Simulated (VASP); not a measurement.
The system is MgFe3O.

```xyz
10
Lattice="2.9200 0.0000 0.0000 0.0000 2.9200 0.0000 0.0000 0.0000 13.4500" Properties=species:S:1:pos:R:3 pbc="T T T"
Mg    0.0000    1.4600   12.3740
Mg    1.4600    0.0000    1.0760
Fe    0.0000    1.4600    3.2280
Fe    1.4600    0.0000   10.2220
Fe    1.4600    0.0000    4.6268
Fe    0.0000    1.4600    6.0256
Fe    0.0000    1.4600    8.8232
Fe    1.4600    0.0000    7.4244
O     1.4600    0.0000   12.3740
O     0.0000    1.4600    1.0760
```

- Program: VASP 6.6.1
- Task: relaxation of cell and atoms
- Functional: PBE
- Potentials or basis: VASP PAW PBE potentials, release 64 (Mg, Fe, O)
- Cutoff: 600 eV
- k mesh: 6 × 6 × 2
- Occupations: gaussian, width 0.2 eV
- Spin: collinear spin, ferromagnetic start
- Starting moments: [0.0, 0.0, 4.0, 4.0, 4.0, 4.0, 4.0, 4.0, 0.0, 0.0] μB

At the start: pressure -1.7 GPa; volume 11.47 Å³/atom.

Task: Where does the relaxation end?

Result: Over 6 steps the energy falls by 9.3 meV/atom and the volume is 11.35 Å³/atom (-1.0 %); space group P4/nmm (No. 129, to 0.1 Å) before and after; moment 15.24 μB per cell.

Step by step:
| step | energy change (eV) | largest force (eV/Å) | pressure (GPa) | volume (Å³) |
| --- | --- | --- | --- | --- |
| 1 | 0.0000 | 0.6176 | -1.67 | 114.68 |
| 2 | -0.0732 | 0.2386 | 0.70 | 112.70 |
| 3 | -0.0739 | 0.1983 | 0.97 | 112.50 |
| 4 | -0.0847 | 0.1658 | -0.13 | 113.39 |
| 5 | -0.0861 | 0.1790 | -0.68 | 113.86 |
| 6 | -0.0929 | 0.0543 | -0.29 | 113.49 |

Final structure:
```
Mg Fe O
1.0
     2.91841    0.00000    0.00000
     0.00000    2.91841    0.00000
     0.00000    0.00000   13.32521
Mg Fe O
2 6 2
Direct
  0.00000 0.50000 0.91539
  0.50000 0.00000 0.08461
  0.00000 0.50000 0.24327
  0.50000 0.00000 0.75673
  0.50000 0.00000 0.34094
  0.00000 0.50000 0.44739
  0.00000 0.50000 0.65906
  0.50000 0.00000 0.55261
  0.50000 0.00000 0.92067
  0.00000 0.50000 0.07933
```

Caveat: only a ferromagnetic start was run, and an antiferromagnetic order may lie lower in energy; the relaxation stopped at a loose force limit of 0.08 eV/Å, so its end isn't a converged minimum.
